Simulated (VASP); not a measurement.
Wanted: the native input for a VASP 6.6.1 run.

```yaml
Task: single point
Functional: PBE
Potentials_or_basis: VASP PAW PBE potentials, release 64 (Ga_d, As)
Cutoff: 520 eV
k_mesh: 11 × 11 × 11
Occupations: fermi-dirac, width 0.05 eV
Spin: no spin polarisation
Dipole_correction: no
Further_INCAR_settings: ALGO = Normal; EDIFF = 1e-06; NBANDS = 16
```

The structure of GaAs lies in POSCAR:

```
GaAs
1.0
    0.0000000000      2.9116555000      2.8268500000
    2.9116555000      0.0000000000      2.8268500000
    2.9116555000      2.9116555000      0.0000000000
Ga As
1 1
Direct
    0.0000000000      0.0000000000      0.0000000000
    0.7500000000      0.7500000000      0.7500000000
```

This cell differs from its parent crystal: equal xx and yy strain of +3 %.

The input as run:

INCAR

```
PREC     = Accurate       # precision mode
ENCUT    = 520            # plane-wave cutoff, eV
EDIFF    = 1E-6           # SCF threshold, eV
ISMEAR   = -1             # smearing method
SIGMA    = 0.05           # smearing width, eV
LREAL    = False          # projectors in reciprocal space
LASPH    = True           # aspherical terms in the spheres
NELM     = 80             # most SCF steps
ALGO     = Normal         # electronic algorithm
ISIF     = 2              # what is computed and relaxed
LWAVE    = False          # write WAVECAR
LCHARG   = False          # write CHGCAR
GGA      = PE             # functional
NBANDS   = 16             # bands
```

KPOINTS

```
regular mesh
0
Gamma
  11 11 11
```

Potentials or basis: VASP PAW PBE potentials, release 64 (Ga_d, As).

The run is started by

```sh
$ cat potpaw_PBE.64/Ga_d/POTCAR potpaw_PBE.64/As/POTCAR > POTCAR
$ mpirun -np 1 vasp_std > vasp.out
```

It gave:

```yaml
Pressure: -0.5 GPa
```

Caveat: the cell differs from its parent crystal (equal xx and yy strain of +3 %).

Wall time 82 s on 1 thread of Intel(R) Xeon(R) Platinum 8488C (Sapphire Rapids), on a shared host, peak memory 0.24 GiB.
